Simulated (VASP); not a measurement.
# Mg (I4/mmm) in VASP: further runs

Mg is run at these levels: PBEsol; tasks: single point.

Program: VASP 6.6.1. These are calculated values, not measurements. Logs are shortened: lines on timing, memory, paths and dates and some standing lists are left out, and cuts for length are marked.

**1. The cell of the first run**

It takes space group I4/mmm (No. 139, tetragonal). The conventional cell has a = 3.814 Å, b = 3.814 Å, c = 2.989 Å, α = 90.00°, β = 90.00°, γ = 90.00°. Mg (site symmetry 4/mmm) has 14 Mg at 2.99 to 3.81 Å within 3.9 Å.

**2. Single point, PBEsol**

File INCAR:

```
ALGO = Normal
EDIFF = 1E-6
ENCUT = 520
GGA = PS
ISIF = 2
ISMEAR = 0
LASPH = T
LCHARG = F
LREAL = F
LWAVE = F
NBANDS = 7
NELM = 100
PREC = Accurate
SIGMA = 0.15
```

File KPOINTS:

```
k-points
0
Gamma
  18 18 18
```

File POSCAR:

```
Mg
1.0
   -1.9070000000      1.9070000000      1.4943000000
    1.9070000000     -1.9070000000      1.4943000000
    1.9070000000      1.9070000000     -1.4943000000
Mg
1
Direct
    0.0000000000      0.0000000000      0.0000000000
```

Potentials or basis: VASP PAW PBE potentials, release 64 (Mg).

On the command line:

```
cat potpaw_PBE.64/Mg/POTCAR > POTCAR
mpirun -np 1 vasp_std > vasp.out
```

OUTCAR:

```text
EDIFF = 1E-6
   ENCUT = 520
   GGA = PS
   ISIF = 2
   ISMEAR = 0
   LASPH = T
   LREAL = F
   NELM = 100
   PREC = Accurate

 ion  position               nearest neighbor table
   1  0.000  0.000  0.000-

  LATTYP: Found a body centered tetragonal cell.
 ALAT       =     3.8140000000
 C/A-ratio  =     0.7835867855

  Lattice vectors:

 A1 = (  -1.9070000000,   1.9070000000,   1.4943000000)
 A2 = (   1.9070000000,  -1.9070000000,   1.4943000000)
 A3 = (   1.9070000000,   1.9070000000,  -1.4943000000)

Analysis of symmetry for initial positions (statically):
=====================================================================
 Subroutine PRICEL returns:
 Original cell was already a primitive cell.

 Routine SETGRP: Setting up the symmetry group for a
 body centered tetragonal supercell.

 Subroutine GETGRP returns: Found 16 space group operations
 (whereof 16 operations were pure point group operations)
 out of a pool of 16 trial point group operations.

The static configuration has the point symmetry D_4h.

Analysis of symmetry for dynamics (positions and initial velocities):
=====================================================================
 Subroutine PRICEL returns:
 Original cell was already a primitive cell.

 Routine SETGRP: Setting up the symmetry group for a
 body centered tetragonal supercell.

 Subroutine GETGRP returns: Found 16 space group operations
 (whereof 16 operations were pure point group operations)
 out of a pool of 16 trial point group operations.

The dynamic configuration has the point symmetry D_4h.

 Subroutine INISYM returns: Found 16 space group operations
 (whereof 16 operations are pure point group operations),
 and found     1 'primitive' translations

----------------------------------------------------------------------------------------

                                     Primitive cell

  volume of cell :      21.7370

  direct lattice vectors                    reciprocal lattice vectors
    -1.907000000  1.907000000  1.494300000     0.000000000  0.262191924  0.334604832
     1.907000000 -1.907000000  1.494300000     0.262191924  0.000000000  0.334604832
     1.907000000  1.907000000 -1.494300000     0.262191924  0.262191924  0.000000000

  length of vectors
     3.083217555  3.083217555  3.083217555     0.425094106  0.425094106  0.370795376

  position of ions in fractional coordinates (direct lattice)
     0.000000000  0.000000000  0.000000000

  ion indices of the primitive-cell ions
   primitive index   ion index
                 1           1

----------------------------------------------------------------------------------------

 KPOINTS: k-points

Automatic generation of k-mesh.
 Grid dimensions read from file:
 generate k-points for:   18   18   18

 Generating k-lattice:

  Cartesian coordinates                     Fractional coordinates (reciprocal lattice)
     0.000000000  0.014566218  0.018589157     0.055555556 -0.000000000  0.000000000
     0.014566218  0.000000000  0.018589157    -0.000000000  0.055555556  0.000000000
     0.014566218  0.014566218  0.000000000     0.000000000  0.000000000  0.055555556

  Length of vectors
     0.023616339  0.023616339  0.020599743

  Shift w.r.t. Gamma in fractional coordinates (k-lattice)
     0.000000000  0.000000000  0.000000000

 Subroutine IBZKPT returns following result:
 ===========================================

 Found    480 irreducible k-points:

 Following reciprocal coordinates:
            Coordinates               Weight
  0.000000  0.000000  0.000000      1.000000
  0.055556 -0.000000  0.000000      8.000000
  0.111111 -0.000000  0.000000      8.000000
  0.166667 -0.000000  0.000000      8.000000
  0.222222  0.000000  0.000000      8.000000
  0.277778 -0.000000  0.000000      8.000000
[... 16 lines left out ...]
 -0.277778  0.055556 -0.000000     16.000000
 -0.222222  0.055556  0.000000     16.000000
 [... further k-points ...]
   k-points           NKPTS =    480   k-points in BZ     NKDIM =    480   number of bands    NBANDS=      7
   number of dos      NEDOS =    301   number of ions     NIONS =      1
   total plane-waves  NPLWV =  13824
   dimension x,y,z NGX =    24 NGY =   24 NGZ =   24
   dimension x,y,z NGXF=    48 NGYF=   48 NGZF=   48
   ions per type =               1
   NGX,Y,Z   is equivalent  to a cutoff of  12.94, 12.94, 12.94 a.u.
   NGXF,Y,Z  is equivalent  to a cutoff of  25.88, 25.88, 25.88 a.u.
 SYSTEM =  unknown system
   PREC   = accura    normal or accurate (medium, high low for compatibility)
   ISTART =      0    job   : 0-new  1-cont  2-samecut
   ICHARG =      2    charge: 1-file 2-atom 10-const
   ISPIN  =      1    spin polarized calculation?
   LNONCOLLINEAR =      F non collinear calculations
   LSORBIT =      F    spin-orbit coupling
   LASPH  =      T    aspherical Exc in radial PAW
   ENCUT  =  520.0 eV  38.22 Ry    6.18 a.u.   5.73  5.73  5.73*2*pi/ulx,y,z
   NELM   =    100;   NELMIN=  2; NELMDL= -5     # of ELM steps
   EDIFF  = 0.1E-05   stopping-criterion for ELM
   LREAL  =      F    real-space projection
   EDIFFG = 0.1E-04   stopping-criterion for IOM
   NSW    =      0    number of steps for IOM
   IBRION =     -1    ionic relax: 0-MD 1-quasi-New 2-CG
   NFREE  =      0    steps in history (QN), initial steepest desc. (CG)
   ISIF   =      2    stress and relaxation
   ISYM   =      2    0-nonsym 1-usesym 2-fastsym
   POTIM  = 0.5000    time-step for ionic-motion
   TEBEG  =    0.0;   TEEND  =   0.0 temperature during run
   PSTRESS=    0.0 pullay stress
   NELECT =       2.0000    total number of electrons
   NUPDOWN=      -1.0000    fix difference up-down
   EMIN   =  10.00;   EMAX   =-10.00  energy-range for DOS
   EFERMI =   0.00;   METHOD = LEGACY
   ISMEAR =     0;   SIGMA  =   0.15  broadening in eV -4-tet -1-fermi 0-gaus
   EFERMI_NEDOS =   21; number of points for ismear=-14 and -15
   IALGO  =     38    algorithm
   IMIX   =      4    mixing-type and parameters
     AMIX     =   0.40;   BMIX     =  1.00
     AMIX_MAG =   1.60;   BMIX_MAG =  1.00
  volume/ion in A,a.u.               =      21.74       146.69
  Fermi-wavevector in a.u.,A,eV,Ry     =   0.739069  1.396638  7.431819  0.546223
  Thomas-Fermi vector in A             =   1.833143
   LORBIT       =      0    0 simple, 1 ext, 2 COOP (PROOUT), +10 PAW based schemes
   GGA     = PS    functional components
   LHFCALC =     F    Hartree Fock is set to
   AEXX    =    0.0000 exact exchange contribution
   IVDW    =     0    specifies the selected vdW correction
   LEPSILON=     F    determine dielectric tensor
   LRPA    =     F    only Hartree local field effects (RPA)
 non-spin polarized calculation
 Gauss-broadening in eV      SIGMA  =   0.15
  energy-cutoff  :      520.00
  volume of cell :       21.74
 maximum number of plane-waves:       605
   NGX = 11   NGY = 11   NGZ = 11

 number of electron       2.0000000 magnetization

 Free energy of the ion-electron system (eV)
  ---------------------------------------------------
  ext. energy  EPLUGINS =         0.00000000
  ---------------------------------------------------
  free energy    TOTEN  =        -1.65620640 eV

  energy without entropy =       -1.65128272  energy(sigma->0) =       -1.65374456

 E-fermi :   2.8507     XC(G=0):  -8.7019

 val. band max:        2.8263874735   @ k =  -0.3333  -0.3333   0.3333
 cond. band min:       2.8612537393   @ k =  -0.3889   0.5000   0.3333
 fundamental gap:      0.0348662658
 Fermi energy:         2.8506930068

 k-point     1 :       0.0000    0.0000    0.0000
  band No.  band energies     occupation
      1      -4.2899      2.00000
      2      13.2404      0.00000
      3      15.5122      0.00000
      4      15.5122      0.00000
      5      15.6792      0.00000
      6      18.8459      0.00000
      7      18.8459      0.00000

 k-point     2 :       0.0556   -0.0000    0.0000
  band No.  band energies     occupation
      1      -4.2057      2.00000
      2      12.9174      0.00000
      3      14.6947      0.00000
      4      15.9832      0.00000
      5      16.4538      0.00000
      6      17.8943      0.00000
      7      18.1486      0.00000

 k-point     3 :       0.1111   -0.0000    0.0000
  band No.  band energies     occupation
      1      -3.9537      2.00000
      2      12.3199      0.00000
      3      13.7838      0.00000
      4      15.8757      0.00000
      5      16.9051      0.00000
      6      17.0424      0.00000
      7      17.3832      0.00000

 k-point     4 :       0.1667   -0.0000    0.0000
  band No.  band energies     occupation
      1      -3.5354      2.00000
      2      11.7471      0.00000
      3      12.6223      0.00000
      4      14.2838      0.00000
      5      15.7077      0.00000
      6      17.4582      0.00000
      7      18.3351      0.00000

 k-point     5 :       0.2222    0.0000    0.0000
  band No.  band energies     occupation
      1      -2.9531      2.00000
      2      10.9335      0.00000
      3      11.2756      0.00000
      4      13.3468      0.00000
      5      14.6106      0.00000
      6      16.8252      0.00000
      7      19.5705      0.00000
[... 161 lines left out ...]
 k-point    22 :      -0.3333    0.0556   -0.0000
  band No.  band energies     occupation
      1      -1.8358      2.00000
      2       8.3113      0.00000
      3       9.8886      0.00000
      4      12.6278      0.00000
      5      13.6697      0.00000
      6      16.6663      0.00000
      7      21.1095      0.00000

 k-point    23 :      -0.2778    0.0556   -0.0000
  band No.  band energies     occupation
      1      -2.6381      2.00000
      2       9.7743      0.00000
      3      10.6025      0.00000
      4      13.0486      0.00000
      5      14.5567      0.00000
      6      17.4329      0.00000
      7      20.4441      0.00000

 k-point    24 :      -0.2222    0.0556    0.0000
  band No.  band energies     occupation
      1      -3.2816      2.00000
      2      10.4271      0.00000
      3      12.1644      0.00000
      4      13.8045      0.00000
      5      15.5775      0.00000
      6      18.0275      0.00000
      7      19.3738      0.00000

 [... further k-points ...]

------------------------ aborting loop because EDIFF is reached ----------------------------------------

  FORCE on cell =-STRESS in cart. coord.  units (eV):
  Direction    XX          YY          ZZ          XY          YZ          ZX
  --------------------------------------------------------------------------------------
  -------------------------------------------------------------------------------------
  Total        0.0876476      0.0876476      0.8545671      0.0000000      0.0000000      0.0000000
  in kB        6.4602810      6.4602810     62.9879647      0.0000000      0.0000000      0.0000000
  external PRESSURE =      25.3028423 kB  Pullay stress =       0.0000000 kB

 VOLUME and BASIS-vectors are now :
 -----------------------------------------------------------------------------
  energy-cutoff  :      520.00
  volume of cell :       21.74
      direct lattice vectors                 reciprocal lattice vectors
    -1.907000000  1.907000000  1.494300000     0.000000000  0.262191924  0.334604832
     1.907000000 -1.907000000  1.494300000     0.262191924  0.000000000  0.334604832
     1.907000000  1.907000000 -1.494300000     0.262191924  0.262191924  0.000000000

 POSITION                                       TOTAL-FORCE (eV/Angst)
 -----------------------------------------------------------------------------------
      0.00000      0.00000      0.00000        -0.000000      0.000000      0.000000
 -----------------------------------------------------------------------------------
    total drift:                               -0.000000      0.000000     -0.000000

  FREE ENERGIE OF THE ION-ELECTRON SYSTEM (eV)
  ---------------------------------------------------
  free  energy   TOTEN  =        -1.6562064037 eV

  energy  without entropy=       -1.6512827248  energy(sigma->0) =       -1.65374456
```

It took 25 s on 1 thread of AMD EPYC 9R45 (Zen 5), shared host; peak memory 0.17 GiB.

What came out:

```
Free energy            : -1.6562 eV
Pressure               : 2.5 GPa
Band gap on the k mesh : zero (bands 1 and 2 overlap by 4.44 eV)
```

Levels at points of the mesh, in eV from the Fermi level:
```csv
k point,band 1,band 2,band 3,band 4,band 5
"(0.00, 0.00, 0.00)",-7.14,10.39,12.66,12.66,12.83
"(0.50, 0.00, 0.00)",-0.99,-0.05,7.73,8.82,9.33
"(0.50, 0.50, 0.00)",-2.18,-1.99,12.60,12.93,13.46
"(0.50, 0.50, 0.50)",2.27,2.27,2.97,3.55,8.76
```

Caveat: the stress differs along the axes, from 1 to 6 GPa; the PAW data sets were made with another functional, which shifts forces and pressure a little.

**3. Single point, PBEsol**

This run uses another cell than the first one, of 21.84 Å³/atom.

File INCAR:

```
PREC = Accurate
ENCUT = 520
EDIFF = 1E-6
ISMEAR = 0
SIGMA = 0.15
LREAL = F
LASPH = T
NELM = 100
ALGO = Normal
ISIF = 2
LWAVE = F
LCHARG = T
GGA = PS
LELF = T
LVHAR = T
NBANDS = 7
```

File KPOINTS:

```
Automatic mesh
0
Gamma
  18 18 18
```

File POSCAR:

```
Mg
1.0
   -1.6944000000      1.6944000000      1.9018000000
    1.6944000000     -1.6944000000      1.9018000000
    1.6944000000      1.6944000000     -1.9018000000
Mg
1
Direct
    0.0000000000      0.0000000000      0.0000000000
```

Potentials or basis: VASP PAW PBE potentials, release 64 (Mg).

On the command line:

```
cat potpaw_PBE.64/Mg/POTCAR > POTCAR
mpirun -np 1 vasp_std > vasp.out
```

OUTCAR:

```text
PREC = Accurate
   ENCUT = 520
   EDIFF = 1E-6
   ISMEAR = 0
   LREAL = F
   LASPH = T
   NELM = 100
   ISIF = 2
   GGA = PS

 ion  position               nearest neighbor table
   1  0.000  0.000  0.000-

  LATTYP: Found a body centered tetragonal cell.
 ALAT       =     3.3888000000
 C/A-ratio  =     1.1224032106

  Lattice vectors:

 A1 = (  -1.6944000000,   1.6944000000,   1.9018000000)
 A2 = (   1.6944000000,  -1.6944000000,   1.9018000000)
 A3 = (   1.6944000000,   1.6944000000,  -1.9018000000)

Analysis of symmetry for initial positions (statically):
=====================================================================
 Subroutine PRICEL returns:
 Original cell was already a primitive cell.

 Routine SETGRP: Setting up the symmetry group for a
 body centered tetragonal supercell.

 Subroutine GETGRP returns: Found 16 space group operations
 (whereof 16 operations were pure point group operations)
 out of a pool of 16 trial point group operations.

The static configuration has the point symmetry D_4h.

Analysis of symmetry for dynamics (positions and initial velocities):
=====================================================================
 Subroutine PRICEL returns:
 Original cell was already a primitive cell.

 Routine SETGRP: Setting up the symmetry group for a
 body centered tetragonal supercell.

 Subroutine GETGRP returns: Found 16 space group operations
 (whereof 16 operations were pure point group operations)
 out of a pool of 16 trial point group operations.

The dynamic configuration has the point symmetry D_4h.

 Subroutine INISYM returns: Found 16 space group operations
 (whereof 16 operations are pure point group operations),
 and found     1 'primitive' translations

----------------------------------------------------------------------------------------

                                     Primitive cell
[... 108 lines left out ...]
     AMIX     =   0.40;   BMIX     =  1.00
     AMIX_MAG =   1.60;   BMIX_MAG =  1.00
  volume/ion in A,a.u.               =      21.84       147.38
  Fermi-wavevector in a.u.,A,eV,Ry     =   0.737903  1.394434  7.408383  0.544501
  Thomas-Fermi vector in A             =   1.831697
   LORBIT       =      0    0 simple, 1 ext, 2 COOP (PROOUT), +10 PAW based schemes
   GGA     = PS    functional components
   LHFCALC =     F    Hartree Fock is set to
   AEXX    =    0.0000 exact exchange contribution
   IVDW    =     0    specifies the selected vdW correction
   LEPSILON=     F    determine dielectric tensor
   LRPA    =     F    only Hartree local field effects (RPA)
 non-spin polarized calculation
 Gauss-broadening in eV      SIGMA  =   0.15
  energy-cutoff  :      520.00
  volume of cell :       21.84
 maximum number of plane-waves:       608
   NGX = 11   NGY = 11   NGZ = 11

 number of electron       2.0000000 magnetization

 Free energy of the ion-electron system (eV)
  ---------------------------------------------------
  ext. energy  EPLUGINS =         0.00000000
  ---------------------------------------------------
  free energy    TOTEN  =        -1.69800261 eV

  energy without entropy =       -1.69334584  energy(sigma->0) =       -1.69567423

 E-fermi :   2.8766     XC(G=0):  -8.6938

 val. band max:        2.8658834445   @ k =   0.5000   0.5000   0.2222
 cond. band min:       2.8872984752   @ k =   0.3333   0.2778   0.1111
 fundamental gap:      0.0214150308
 Fermi energy:         2.8765635743

 k-point     1 :       0.0000    0.0000    0.0000
  band No.  band energies     occupation
      1      -4.2884      2.00000
      2      15.6112      0.00000
      3      15.6112      0.00000
      4      17.0969      0.00000
      5      17.8547      0.00000
      6      17.9949      0.00000
      7      18.2943      0.00000
[... 221 lines left out ...]
 k-point    24 :      -0.2222    0.0556   -0.0000
  band No.  band energies     occupation
      1      -3.3138      2.00000
      2       9.9947      0.00000
      3      13.6840      0.00000
      4      14.3679      0.00000
      5      16.0775      0.00000
      6      16.9397      0.00000
      7      18.3631      0.00000

 [... further k-points ...]

------------------------ aborting loop because EDIFF is reached ----------------------------------------

  FORCE on cell =-STRESS in cart. coord.  units (eV):
  Direction    XX          YY          ZZ          XY          YZ          ZX
  --------------------------------------------------------------------------------------
  -------------------------------------------------------------------------------------
  Total        0.1396824      0.1396824      0.1957772      0.0000000     -0.0000000      0.0000000
  in kB       10.2469734     10.2469734     14.3620357      0.0000000     -0.0000000      0.0000000
  external PRESSURE =      11.6186608 kB  Pullay stress =       0.0000000 kB

 VOLUME and BASIS-vectors are now :
 -----------------------------------------------------------------------------
  energy-cutoff  :      520.00
  volume of cell :       21.84
      direct lattice vectors                 reciprocal lattice vectors
    -1.694400000  1.694400000  1.901800000     0.000000000  0.295089707  0.262908823
     1.694400000 -1.694400000  1.901800000     0.295089707  0.000000000  0.262908823
     1.694400000  1.694400000 -1.901800000     0.295089707  0.295089707  0.000000000

 POSITION                                       TOTAL-FORCE (eV/Angst)
 -----------------------------------------------------------------------------------
      0.00000      0.00000      0.00000        -0.000000     -0.000000     -0.000000
 -----------------------------------------------------------------------------------
    total drift:                                0.000000      0.000000      0.000000

  FREE ENERGIE OF THE ION-ELECTRON SYSTEM (eV)
  ---------------------------------------------------
  free  energy   TOTEN  =        -1.6980026134 eV

  energy  without entropy=       -1.6933458424  energy(sigma->0) =       -1.69567423
```

Run time: 25 s. Hardware: 1 thread of AMD EPYC 9R45 (Zen 5), shared host; peak memory 0.17 GiB.

What came out:

| Quantity | Value |
| --- | --- |
| Free energy | -1.6980 eV |
| Pressure | 1.2 GPa |
| Band gap on the k mesh | zero (bands 1 and 2 overlap by 3.57 eV) |

Stress tensor (GPa, compression positive):
```
1.02 0.00 0.00
0.00 1.02 0.00
0.00 0.00 1.44
```

Levels at points of the mesh, in eV from the Fermi level:
```tsv
k point	band 1	band 2	band 3	band 4	band 5	band 6
(0.00, 0.00, 0.00)	-7.16	12.73	12.73	14.22	14.98	15.12
(0.50, 0.00, 0.00)	-1.71	-1.13	9.55	10.47	11.33	12.19
(0.50, 0.50, 0.00)	-1.18	-0.35	7.59	8.55	9.17	11.33
(0.50, 0.50, 0.50)	2.30	3.12	4.64	4.96	4.96	8.45
```

Caveat: the PAW data sets were made with another functional, which shifts forces and pressure a little.

The gap in the log of VASP goes by the Fermi energy; the results here count the filled bands.